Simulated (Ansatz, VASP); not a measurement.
## One calculation of Al, two programs

```
CELL_PARAMETERS angstrom
2.81246 0.00000 -0.14062
-1.40623 2.43566 0.07031
-0.24334 0.00000 4.86685
ATOMIC_POSITIONS crystal
Al 0.66667 0.33333 0.75000
Al 0.33333 0.66667 0.25000
```

Change from the starting cell: strain -0.1000 x Voigt [0, 0, 0, 0, 1, 0], atoms carried along.

Alike in both runs: task single point; functional PBEsol; dispersion D3(BJ); k mesh 18 × 18 × 10; occupations gaussian, width 0.15 eV; no spin polarisation.

```csv
,VASP,Ansatz
version,VASP 6.6.1,Ansatz 0.2.0
potentials or method,"VASP PAW PBE potentials, release 64 (Al), cutoff 520 eV","scalar-relativistic, plane waves, PAW"
valence electrons in the cell,6,6
```

Ansatz gave:

* gap on the k mesh at the Fermi level (eV): none
* pressure (GPa): -4.0
* traceless stress, the component that is largest in VASP (GPa): -1.06
* rms of the force components (eV/Å): 0.039

Q: Estimate VASP's values.

A: gap on the k mesh at the Fermi level (eV): none; pressure (GPa): -3.9; traceless stress, the component that is largest in VASP (GPa): -1.07; rms of the force components (eV/Å): 0.039.

VASP's potentials were made for PBE, not for PBEsol. Atom by atom the forces differ by 0.000 eV/Å (rms over components). A gap of «none» marks a metal or a gap that the smearing closes.
